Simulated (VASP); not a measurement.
Input of a VASP 6.6.1 run:

Contents of INCAR:

```
SYSTEM = Ta2C
ALGO = Normal ; EDIFF = 1E-6
ENCUT = 520 ; GGA = PS
ISIF = 2 ; ISMEAR = 0
LASPH = .True. ; LCHARG = .True.
LELF = .True. ; LREAL = .False.
LVHAR = .True. ; LWAVE = .False.
NBANDS = 20 ; NELM = 60
PREC = Accurate ; SIGMA = 0.1
```

Contents of KPOINTS:

```
k-points
0
Gamma
  18 18 10
  0 0 0
```

File POSCAR:

```
Ta2C
1.0
    3.0333946883      0.0000000000      0.0000000000
   -1.5166973441      2.6269968598      0.0000000000
    0.0000000000      0.0000000000      4.8226586776
Ta C
2 1
Direct
    0.3333333333      0.6666666667      0.2561050964
    0.6666666667      0.3333333333      0.7438949036
    0.0000000000      0.0000000000      0.0000000000
```

Potentials or basis: VASP PAW PBE potentials, release 64 (Ta_pv, C).

Launch:

```console
$ cat potpaw_PBE.64/Ta_pv/POTCAR potpaw_PBE.64/C/POTCAR > POTCAR
$ mpirun -np 1 vasp_std > vasp.out
```

(1) Estimate the largest force.

(2) Predict the pressure.

(3) Predict the band gap on the k mesh.

## Answers

(1) 0.057 eV/Å.

(2) 19.4 GPa.

(3) zero (band 13 reaches 7.56 eV, above the bottom of band 14 at 6.69 eV).

Caveat: the cell differs from its parent crystal (equal strain along all axes, cell held: -2.0 %, then relaxed in part); the PAW data sets were made with another functional, which shifts forces and pressure a little; spin-orbit coupling is left out, which moves the levels of the heavy elements.
